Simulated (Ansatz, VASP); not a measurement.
# MnF2 in VASP and in Ansatz

```xyz
6
Lattice="4.8734 0.0000 0.0000 0.0000 4.8734 0.0000 0.0000 0.0000 3.3099" Properties=species:S:1:pos:R:3 pbc="T T T"
Mn    0.0000    0.0000    0.0000
Mn    2.4367    2.4367    1.6549
F     1.4864    1.4864    0.0000
F     0.9503    3.9231    1.6549
F     3.3870    3.3870    0.0000
F     3.9231    0.9503    1.6549
```

Alike in both runs: task single point; functional PBEsol; k mesh 4 × 4 × 6; occupations gaussian, width 0.05 eV; collinear spin; Hubbard terms Mn d U = 3.0 eV.

```csv
,VASP,Ansatz
version,VASP 6.6.1,Ansatz 0.2.0
potentials or method,"VASP PAW PBE potentials, release 64 (Mn_pv, F), cutoff 520 eV","scalar-relativistic, plane waves, PAW"
valence electrons in the cell,54,58
```

VASP gave:

- gap on the k mesh at the Fermi level (eV): 1.94
- least direct gap on the mesh (eV): 1.94
- pressure (GPa): 0.4
- traceless stress, the component that is largest in VASP (GPa): -0.14
- rms of the force components (eV/Å): 0.005
- net moment per atom (μB): 1.67
- size of the moment on the site where the two differ most (μB): 4.66

Q: Estimate Ansatz's values.

A: gap on the k mesh at the Fermi level (eV): 1.04; least direct gap on the mesh (eV): 1.08; pressure (GPa): -8.1; traceless stress, the component that is largest in VASP (GPa): -8.13; rms of the force components (eV/Å): 0.385; net moment per atom (μB): 1.00; size of the moment on the site where the two differ most (μB): 2.58.

The net moments are unlike, so the other rows may belong to different states. VASP's potentials were made for PBE, not for PBEsol. Site moments also hang on the region over which each program counts them. The programs project onto different local orbitals, so the same U acts differently, and such runs can settle in different states. Atom by atom the forces differ by 0.381 eV/Å (rms over components). VASP's potentials hold 54 valence electrons a cell and Ansatz's 58, so a difference there can come from the potentials and not from the codes. Ansatz's warnings: stress scf threshold loose.
